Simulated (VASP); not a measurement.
# Be4Se3 in VASP: notebook

Runs on Be4Se3. Level: PBE. Tasks: single point, relaxation of cell and atoms.

Everything below comes from runs of VASP 6.6.1. Logs are shortened: lines on timing, memory, paths and dates and some standing lists are left out, and cuts for length are marked.

### 1 The cell of the first run

The typed cell holds 7 atoms: a = 4.669 Å, b = 6.227 Å, c = 6.227 Å, α = 119.99°, β = 89.45°, γ = 90.26°.

### 2 Single point, PBE

INCAR

```
PREC = Accurate
ENCUT = 520
EDIFF = 1E-6
ISMEAR = 0
SIGMA = 0.1
LREAL = F
LASPH = T
NELM = 100
ALGO = Normal
ISIF = 2
LWAVE = F
LCHARG = F
GGA = PE
NBANDS = 22
```

KPOINTS

```
Automatic mesh
0
Gamma
  4 3 3
```

POSCAR

```
Be4Se3
1.0
   -0.0108860819      0.0198848522      4.6685325659
    6.2271057017      0.0003779013     -0.0139604708
   -3.1132943069      5.3931798164      0.0300012934
Be Se
4 3
Direct
    0.7770388165     -0.0002746835      0.0002278878
    0.2229436832      0.0002128844     -0.0002292858
    0.4999890808      0.3333461379      0.6666787314
    0.5000225654      0.6666357859      0.3332933780
    0.5028490663      0.3169264476      0.9999745961
    0.4948469331      0.0000314951      0.3169812951
    0.5023098548      0.6831219326      0.6830733973
```

Potentials or basis: VASP PAW PBE potentials, release 64 (Be, Se).

On the command line:

```
> cat potpaw_PBE.64/Be/POTCAR potpaw_PBE.64/Se/POTCAR > POTCAR
> mpirun -np 1 vasp_std > vasp.out
```

OUTCAR:

```text
PREC = Accurate
   ENCUT = 520
   EDIFF = 1E-6
   ISMEAR = 0
   LREAL = F
   LASPH = T
   NELM = 100
   ISIF = 2
   GGA = PE

 ion  position               nearest neighbor table
   1  0.777  1.000  0.000-   2 2.08   7 2.36   5 2.36   6 2.36
   2  0.223  0.000  1.000-   1 2.08   6 2.36   7 2.36   5 2.36
   3  0.500  0.333  0.667-   5 2.13   7 2.13   6 2.13
   4  0.500  0.667  0.333-   5 2.13   7 2.13   6 2.13
   5  0.503  0.317  1.000-   3 2.13   4 2.13   1 2.36   2 2.36
   6  0.495  0.000  0.317-   4 2.13   3 2.13   2 2.36   1 2.36
   7  0.502  0.683  0.683-   4 2.13   3 2.13   1 2.36   2 2.36

  LATTYP: Found a triclinic cell.
 ALAT       =     6.2271213620
 B/A-ratio  =     1.7321710811
 C/A-ratio  =     1.2440450031
 COS(alpha) =     0.0000691798
 COS(beta)  =     0.3990896408
 COS(gamma) =     0.8660147997

  Lattice vectors:

 A1 = (   6.2271057017,   0.0003779013,  -0.0139604708)
 A2 = (   9.3409170965,   5.3939356190,   0.0020803518)
 A3 = (   3.1024082250,  -5.3732949642,   4.6385312725)

Analysis of symmetry for initial positions (statically):
=====================================================================
 Subroutine PRICEL returns:
 Original cell was already a primitive cell.

 Routine SETGRP: Setting up the symmetry group for a
 triclinic supercell.

 Subroutine GETGRP returns: Found  1 space group operations
 (whereof  1 operations were pure point group operations)
 out of a pool of  2 trial point group operations.

The static configuration has the point symmetry C_1 .

Analysis of symmetry for dynamics (positions and initial velocities):
=====================================================================
 Subroutine PRICEL returns:
 Original cell was already a primitive cell.

 Routine SETGRP: Setting up the symmetry group for a
 triclinic supercell.

 Subroutine GETGRP returns: Found  1 space group operations
 (whereof  1 operations were pure point group operations)
 out of a pool of  2 trial point group operations.

The dynamic configuration has the point symmetry C_1 .

 Subroutine INISYM returns: Found  1 space group operations
 (whereof  1 operations are pure point group operations),
 and found     1 'primitive' translations

----------------------------------------------------------------------------------------

                                     Primitive cell

  volume of cell :     156.7894

[... 88 lines left out ...]
   LSORBIT =      F    spin-orbit coupling
   LASPH  =      T    aspherical Exc in radial PAW
   ENCUT  =  520.0 eV  38.22 Ry    6.18 a.u.   8.68 11.58 11.58*2*pi/ulx,y,z
   NELM   =    100;   NELMIN=  2; NELMDL= -5     # of ELM steps
   EDIFF  = 0.1E-05   stopping-criterion for ELM
   LREAL  =      F    real-space projection
[... 7 lines left out ...]
   TEBEG  =    0.0;   TEEND  =   0.0 temperature during run
   PSTRESS=    0.0 pullay stress
   NELECT =      26.0000    total number of electrons
   NUPDOWN=      -1.0000    fix difference up-down
   EMIN   =  10.00;   EMAX   =-10.00  energy-range for DOS
   EFERMI =   0.00;   METHOD = LEGACY
   ISMEAR =     0;   SIGMA  =   0.10  broadening in eV -4-tet -1-fermi 0-gaus
   EFERMI_NEDOS =   21; number of points for ismear=-14 and -15
   IALGO  =     38    algorithm
   IMIX   =      4    mixing-type and parameters
     AMIX     =   0.40;   BMIX     =  1.00
     AMIX_MAG =   1.60;   BMIX_MAG =  1.00
  volume/ion in A,a.u.               =      22.40       151.15
  Fermi-wavevector in a.u.,A,eV,Ry     =   0.899416  1.699649 11.006412  0.808948
  Thomas-Fermi vector in A             =   2.022247
   LORBIT       =      0    0 simple, 1 ext, 2 COOP (PROOUT), +10 PAW based schemes
   GGA     = PE    functional components
   LHFCALC =     F    Hartree Fock is set to
   AEXX    =    0.0000 exact exchange contribution
   IVDW    =     0    specifies the selected vdW correction
   LEPSILON=     F    determine dielectric tensor
   LRPA    =     F    only Hartree local field effects (RPA)
 non-spin polarized calculation
 Gauss-broadening in eV      SIGMA  =   0.10
  energy-cutoff  :      520.00
  volume of cell :      156.79
 maximum number of plane-waves:      4235
 NGX is ok and might be reduce to    36
   NGX = 17   NGY = 23   NGZ = 23

 number of electron      26.0000001 magnetization

 Free energy of the ion-electron system (eV)
  ---------------------------------------------------
  ext. energy  EPLUGINS =         0.00000000
  ---------------------------------------------------
  free energy    TOTEN  =       -27.29880932 eV

  energy without entropy =      -27.29880932  energy(sigma->0) =      -27.29880932

 E-fermi :   3.0826     XC(G=0):  -7.7893

 val. band max:        2.6944494395   @ k =   0.5000   0.3333   0.3333
 cond. band min:       3.4840079646   @ k =   0.5000   0.0000   0.3333
 fundamental gap:      0.7895585251
 Fermi energy:         3.0825561526

 k-point     1 :       0.0000    0.0000    0.0000
  band No.  band energies     occupation
      1     -12.4987      2.00000
      2     -11.2039      2.00000
      3     -11.2038      2.00000
      4      -4.5342      2.00000
      5      -3.5305      2.00000
      6      -3.5301      2.00000
[... 464 lines left out ...]
     21       7.5554      0.00000
     22       7.7642      0.00000

------------------------ aborting loop because EDIFF is reached ----------------------------------------

  FORCE on cell =-STRESS in cart. coord.  units (eV):
  Direction    XX          YY          ZZ          XY          YZ          ZX
  --------------------------------------------------------------------------------------
  -------------------------------------------------------------------------------------
  Total        0.1930913      0.1866354      0.0080468     -0.0037696      0.0122983     -0.0198767
  in kB        1.9731341      1.9071637      0.0822271     -0.0385198      0.1256720     -0.2031128
  external PRESSURE =       1.3208416 kB  Pullay stress =       0.0000000 kB

 VOLUME and BASIS-vectors are now :
 -----------------------------------------------------------------------------
  energy-cutoff  :      520.00
  volume of cell :      156.79
      direct lattice vectors                 reciprocal lattice vectors
    -0.010886082  0.019884852  4.668532566     0.000480279 -0.000914336  0.214205084
     6.227105702  0.000377901 -0.013960471     0.160582578  0.092698826 -0.000020389
    -3.113294307  5.393179816  0.030001293    -0.000013023  0.185416245 -0.000789781

 POSITION                                       TOTAL-FORCE (eV/Angst)
 -----------------------------------------------------------------------------------
      6.21623      0.01706      3.61368         0.004934     -0.002103     -0.011365
     -3.11368      5.39638      1.07081        -0.003704      0.002879      0.011655
     -0.00523      3.60559      2.34956         0.000848     -0.001371      0.000139
      3.10813      1.80771      2.33506         0.001892      0.001432     -0.000191
     -1.14515      5.40316      2.37314        -0.013893      0.000296     -0.006323
     -0.99205      1.71938      2.31972         0.005372     -0.011440      0.006325
      2.12180      3.69418      2.35601         0.004552      0.010307     -0.000239
 -----------------------------------------------------------------------------------
    total drift:                                0.000007     -0.000012     -0.000065

  FREE ENERGIE OF THE ION-ELECTRON SYSTEM (eV)
  ---------------------------------------------------
  free  energy   TOTEN  =       -27.2988093220 eV

  energy  without entropy=      -27.2988093201  energy(sigma->0) =      -27.29880932
```

OSZICAR:

```text
N       E                     dE             d eps       ncg     rms          rms(c)
DAV:   1     0.105100276950E+03    0.10510E+03   -0.97519E+03   836   0.949E+02
DAV:   2    -0.179319071576E+02   -0.12303E+03   -0.11788E+03  1122   0.162E+02
DAV:   3    -0.280725169398E+02   -0.10141E+02   -0.10082E+02  1074   0.508E+01
DAV:   4    -0.282419226576E+02   -0.16941E+00   -0.16930E+00  1124   0.727E+00
DAV:   5    -0.282440384208E+02   -0.21158E-02   -0.21156E-02  1108   0.777E-01    0.639E+00
DAV:   6    -0.275302551222E+02    0.71378E+00   -0.65036E-01  1034   0.298E+00    0.393E+00
DAV:   7    -0.272889448782E+02    0.24131E+00   -0.85650E-01  1052   0.318E+00    0.852E-01
DAV:   8    -0.272944468954E+02   -0.55020E-02   -0.55242E-02  1010   0.969E-01    0.305E-01
DAV:   9    -0.272975176239E+02   -0.30707E-02   -0.60634E-03  1074   0.383E-01    0.116E-01
DAV:  10    -0.272986367185E+02   -0.11191E-02   -0.20088E-03  1078   0.176E-01    0.400E-02
DAV:  11    -0.272987799361E+02   -0.14322E-03   -0.17987E-04  1080   0.654E-02    0.255E-02
DAV:  12    -0.272988118730E+02   -0.31937E-04   -0.20049E-04  1046   0.516E-02    0.107E-02
DAV:  13    -0.272988078798E+02    0.39931E-05   -0.29459E-05  1088   0.189E-02    0.212E-03
DAV:  14    -0.272988093724E+02   -0.14926E-05   -0.25030E-06  1018   0.755E-03    0.985E-04
DAV:  15    -0.272988093220E+02    0.50468E-07   -0.54591E-08   768   0.133E-03
   1 F= -.27298809E+02 E0= -.27298809E+02  d E =-.181711E-08
```

stdout:

```text
POSCAR found type information on POSCAR BeSe
 POSCAR found :  2 types and       7 ions
 scaLAPACK will be used
 LDA part: xc-table for (Slater+PW92), standard interpolation
 POSCAR, INCAR and KPOINTS ok, starting setup
 FFT: planning ... GRIDC
 FFT: planning ... GRID_SOFT
 FFT: planning ... GRID
 WAVECAR not read
 entering main loop
```

Run time: 1.9 min. Hardware: 1 thread of AMD EPYC 7R13, shared host; peak memory 0.29 GiB.

Results:

- Free energy: -27.2988 eV
- Pressure: 0.1 GPa
- Largest force: 0.015 eV/Å
- Band gap on the k mesh: 0.79 eV (least direct gap 1.20 eV)

Forces in eV/Å, atoms in the order of the input:
```
Be   0.005 -0.002 -0.011
Be  -0.004  0.003  0.012
Be   0.001 -0.001  0.000
Be   0.002  0.001  0.000
Se  -0.014  0.000 -0.006
Se   0.005 -0.011  0.006
Se   0.005  0.010  0.000
```

A k mesh can miss the band edges.

### 3 Relaxation of cell and atoms, PBE

This run uses another cell than the first one, of 19.38 Å³/atom.

INCAR

```
PREC = Accurate ; ENCUT = 600
EDIFF = 1E-6 ; ISMEAR = 0
SIGMA = 0.2 ; LREAL = F
LASPH = T ; NELM = 100
ALGO = Normal ; ISIF = 3
LWAVE = F ; LCHARG = F
GGA = PE ; IBRION = 2
NSW = 36 ; EDIFFG = -0.08
```

KPOINTS

```
regular mesh
0
Gamma
  4 4 3
```

POSCAR

```
Be4Se3
1.0
    4.8007102400      0.0000000000      0.0000000000
   -2.4003551200      4.1575370300      0.0000000000
    0.0000000000      0.0000000000      6.7957779200
Be Se
4 3
Direct
    0.0000000000      0.0000000000      0.7687438400
    0.0000000000      0.0000000000      0.2312561600
    0.3333333300      0.6666666700      0.5000000000
    0.6666666700      0.3333333300      0.5000000000
    0.2621782300      0.0000000000      0.5000000000
    0.0000000000      0.2621782300      0.5000000000
    0.7378217700      0.7378217700      0.5000000000
```

Potentials or basis: VASP PAW PBE potentials, release 64 (Be, Se).

On the command line:

```
> cat potpaw_PBE.64/Be/POTCAR potpaw_PBE.64/Se/POTCAR > POTCAR
> mpirun -np 1 vasp_std > vasp.out
```

It took 9.4 min on 1 thread of AMD EPYC 7R13, shared host; peak memory 0.3 GiB.

It converged, with:

```
Free energy                           : -27.2821 eV
Relaxed volume                        : 22.61 Å³/atom
Relaxed cell                          : a = 6.225 Å, b = 6.225 Å, c = 4.717 Å, α = 90.00°, β = 90.00°, γ = 120.00°
Space group after relaxing (to 0.1 Å) : P-62m (No. 189)
Energy gained by relaxing             : 2748.2 meV/atom
Ionic steps                           : 17
Pressure after relaxing               : 0.0 GPa
Largest force after relaxing          : 0.066 eV/Å
Band gap on the k mesh                : 1.37 eV (least direct gap 1.49 eV)
```

Forces in eV/Å, atoms in the order of the input:
```
Be   0.000  0.000  0.066
Be   0.000  0.000 -0.066
Be   0.000  0.000  0.000
Be   0.000  0.000  0.000
Se  -0.031  0.000  0.000
Se   0.016 -0.027  0.000
Se   0.016  0.027  0.000
```

Stress tensor (GPa, compression positive):
```
 0.33  0.00  0.00
 0.00  0.33  0.00
 0.00  0.00 -0.54
```

The path:
```
step  energy change (eV)  largest force (eV/Å)  pressure (GPa)  volume (Å³)
   1              0.0000                8.7134           55.88       135.64
   2            -13.9288                0.3921           -7.22       298.22
   3            -16.5950                1.4911           -1.07       215.95
   4            -16.5981                1.3315           -2.77       226.24
   5            -16.6156                1.3883           -2.23       222.67
   6            -17.6535                0.6240           -3.83       212.38
   7            -18.2382                0.6207           -4.78       202.33
   8            -18.2497                1.7984           -5.13       179.66
   9            -18.4445                0.9319           -5.19       193.59
  10            -19.0603                1.1191           -0.59       163.22
  11            -19.0690                1.1766            0.21       159.85
  12            -19.2107                0.2921            0.47       158.29
  13            -19.2133                0.3720            0.56       158.05
  14            -19.2303                0.1511           -0.18       159.86
  15            -19.2316                0.0745           -0.44       160.54
  16            -19.2359                0.0032           -0.18       159.30
  17            -19.2371                0.0663            0.04       158.29
```

Final structure:
```
CELL_PARAMETERS angstrom
6.22468 0.00000 0.00000
-3.11234 5.39074 0.00000
0.00000 0.00000 4.71727
ATOMIC_POSITIONS crystal
Be 0.00000 0.00000 0.77701
Be 0.00000 0.00000 0.22299
Be 0.33333 0.66667 0.50000
Be 0.66667 0.33333 0.50000
Se 0.31718 0.00000 0.50000
Se 0.00000 0.31718 0.50000
Se 0.68282 0.68282 0.50000
```

Levels at points of the mesh, in eV from the valence-band top:
```csv
k point,band 9,band 10,band 11,band 12,band 13,band 14,band 15,band 16,band 17
"(0.00, 0.00, 0.00)",-2.47,-2.47,-2.27,-2.27,-1.42,2.39,2.48,2.50,3.34
"(0.50, 0.00, 0.00)",-3.63,-3.53,-3.33,-2.71,-1.23,2.01,2.22,2.29,3.57
```

Caveat: the volume moved by over 15 % at a fixed basis, so the end points are rough; the relaxation stopped at a loose force limit of 0.08 eV/Å, so its end isn't a converged minimum.

### 4 Single point, PBE

This run uses another cell than the first one, of 22.34 Å³/atom.

INCAR

```
PREC = Accurate ; ENCUT = 520
EDIFF = 1E-7 ; ISMEAR = 0
SIGMA = 0.02 ; LREAL = F
LASPH = T ; NELM = 100
ALGO = Normal ; ISIF = 2
LWAVE = F ; LCHARG = F
GGA = PE ; NBANDS = 22
```

KPOINTS

```
regular mesh
0
Gamma
  6 6 6
```

POSCAR

```
Be4Se3
1.0
    6.2311095221      0.0000000000      0.0000000000
   -3.1155547610      5.3962991399      0.0000000000
    0.0000000000      0.0000000000      4.6500053806
Be Se
4 3
Direct
    0.0000000000      0.0000000000      0.7761940412
    0.0000000000      0.0000000000      0.2238059588
    0.3333333333      0.6666666667      0.5000000000
    0.6666666667      0.3333333333      0.5000000000
    0.3171432001      0.0000000000      0.5000000000
    0.0000000000      0.3171432001      0.5000000000
    0.6828567999      0.6828567999      0.5000000000
```

On the command line:

```
> cat potpaw_PBE.64/Be/POTCAR potpaw_PBE.64/Se/POTCAR > POTCAR
> mpirun -np 1 vasp_std > vasp.out
```

It took 2.6 min on 1 thread of AMD EPYC 7R13, shared host; peak memory 0.31 GiB.

It converged, with:

- Free energy: -27.3072 eV
- Pressure: 0.1 GPa
- Largest force: 0.010 eV/Å
- Band gap on the k mesh: 0.69 eV (least direct gap 1.14 eV)

Forces in eV/Å, atoms in the order of the input:
```
Be   0.000  0.000  0.002
Be   0.000  0.000 -0.002
Be   0.000  0.000  0.000
Be   0.000  0.000  0.000
Se  -0.010  0.000  0.000
Se   0.005 -0.008  0.000
Se   0.005  0.008  0.000
```

Stress tensor (GPa, compression positive):
```
0.16 0.00 0.00
0.00 0.16 0.00
0.00 0.00 0.02
```

Levels at points of the mesh, in eV from the valence-band top:
```csv
k point,band 11,band 12,band 13,band 14,band 15,band 16
"(0.00, 0.00, 0.00)",-2.69,-2.69,-1.80,1.95,2.15,2.19
"(0.50, 0.00, 0.00)",-3.68,-3.07,-1.61,1.59,1.90,1.93
"(0.00, 0.00, 0.50)",-2.62,-2.62,-0.91,1.07,2.17,2.17
"(0.50, 0.00, 0.50)",-3.96,-3.86,-0.45,1.01,1.98,2.06
```

### 5 Summary

```tsv
task	cell	k mesh	cutoff (eV)	smearing	gap on the mesh (eV)	pressure (GPa)	largest force (eV/Å)
single point	a = 4.669, b = 6.227, c = 6.227 Å, angles 120.0, 89.4, 90.3°, 7 atoms, atomic positions A	4 × 3 × 3	520	gaussian 0.1 eV	0.79	0.1	0.02
relaxation of cell and atoms	relaxed from a = 4.801, b = 4.801, c = 6.796 Å, angles 90.0, 90.0, 120.0°, 7 atoms, atomic positions B	4 × 4 × 3	600	gaussian 0.2 eV	1.37	0.0	0.07
single point	a = 6.231, b = 6.231, c = 4.650 Å, angles 90.0, 90.0, 120.0°, 7 atoms, atomic positions C	6 × 6 × 6	520	gaussian 0.02 eV	0.69	0.1	0.01
```

Alike in all rows: level PBE; potentials or basis VASP PAW PBE potentials, release 64 (Be, Se); no spin polarisation.

Caveats: the volume moved by over 15 % at a fixed basis, so the end points are rough (at least some runs); the relaxation stopped at a loose force limit of 0.08 eV/Å, so its end isn't a converged minimum (at least some runs).

Total energies depend on the potentials used, so only differences within one code and one set of settings carry meaning.
